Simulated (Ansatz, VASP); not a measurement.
This is a calculation of BeS for Ansatz 0.2.0.

Contents of input.yaml:

```yaml
crystal:
  lattice:
    - [0.0, 2.4087243418, 2.4087243418]
    - [2.4087243418, 0.0, 2.4087243418]
    - [2.4087243418, 2.4087243418, 0.0]
  atoms:
    - { symbol: S, position: [0.75, 0.75, 0.75] }
    - { symbol: Be, position: [0.0, 0.0, 0.0] }
kpoints:
  mp_grid: { grid: [9, 9, 9] }
scf:
  occupations: { method: fermi_dirac, width: 0.05 }
hamiltonian:
  xc: lda
  pseudopotentials: { kind: all_electron, lapw: { basis_error: 0.001 } }
output:
  forces: true
  stress: true
  eigenvalues: true
```

Potentials or basis: all-electron LAPW, scalar-relativistic.

Run with:

```console
$ ansatz run input.yaml --threads 1 --pin off --max-ram 3072MiB --backend cpu --events-out ev --progress --plain --runs-dir out
```

Q: Translate it to VASP 6.6.1. Potentials there: VASP PAW LDA potentials, release 64 (S, Be).

A: As run (the cutoff follows the program's own potentials):

The input INCAR:

```
PREC = Accurate
ENCUT = 520
EDIFF = 1E-6
ISMEAR = -1
SIGMA = 0.05
LREAL = False
LASPH = True
NELM = 100
ALGO = Normal
ISIF = 2
LWAVE = False
LCHARG = False
GGA = CA
NBANDS = 11
```

File KPOINTS:

```
regular mesh
0
Gamma
  9 9 9
```

Contents of POSCAR:

```
BeS
1.0
    0.0000000000      2.4087243418      2.4087243418
    2.4087243418      0.0000000000      2.4087243418
    2.4087243418      2.4087243418      0.0000000000
S Be
1 1
Direct
    0.7500000000      0.7500000000      0.7500000000
    0.0000000000      0.0000000000      0.0000000000
```

Potentials or basis: VASP PAW LDA potentials, release 64 (S, Be).

The run is started by

```bash
$ cat potpaw_LDA.64/S/POTCAR potpaw_LDA.64/Be/POTCAR > POTCAR
$ mpirun -np 1 vasp_std > vasp.out
```

Both were run:

|  | VASP | Ansatz | Ansatz less VASP |
| --- | --- | --- | --- |
| gap on the k mesh at the Fermi level (eV) | 2.96 | 2.95 | -0.006 |
| least direct gap on the mesh (eV) | 5.53 | 5.51 | -0.025 |
| pressure (GPa) | -1.3 | -1.3 | -0.06 |

LDA's correlation is that of Perdew and Zunger in VASP and of Perdew and Wang (1992) in Ansatz. Ansatz ran all-electron here, and VASP with PAW potentials.
